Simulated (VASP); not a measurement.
A run of VASP 6.6.1:

INCAR

```
SYSTEM = CuSb3
PREC = Accurate
ENCUT = 520
EDIFF = 1E-7
ISMEAR = 0
SIGMA = 0.1
LREAL = .False.
LASPH = .True.
NELM = 80
ALGO = Normal
ISIF = 2
LWAVE = .False.
LCHARG = .True.
GGA = PE
LELF = .True.
LVHAR = .True.
NBANDS = 36
```

KPOINTS

```
regular mesh
0
Gamma
  3 3 4
  0 0 0
```

Contents of POSCAR:

```
CuSb3
1.0
    6.5520540396      0.0000000000      0.0000000000
   -3.2760270198      5.6742452453      0.0000000000
    0.0000000000      0.0000000000      5.2590342984
Cu Sb
2 6
Direct
    0.3333333333      0.6666666667      0.2500000000
    0.6666666667      0.3333333333      0.7500000000
    0.8330000000      0.6660000000      0.2500000000
    0.1670000000      0.8330000000      0.7500000000
    0.3340000000      0.1670000000      0.2500000000
    0.1670000000      0.3340000000      0.7500000000
    0.8330000000      0.1670000000      0.2500000000
    0.6660000000      0.8330000000      0.7500000000
```

Potentials or basis: VASP PAW PBE potentials, release 64 (Cu, Sb).

Run with:

```sh
$ cat potpaw_PBE.64/Cu/POTCAR potpaw_PBE.64/Sb/POTCAR > POTCAR
$ mpirun -np 1 vasp_std > vasp.out
```

Hardware: 1 thread of Intel(R) Xeon(R) Platinum 8488C (Sapphire Rapids), on a shared host.

Task: Estimate the wall time of this run.

Result: Wall time 80 s on 1 thread of Intel(R) Xeon(R) Platinum 8488C (Sapphire Rapids), on a shared host, peak memory 0.32 GiB. Counts: scf iterations 19, k points 9.
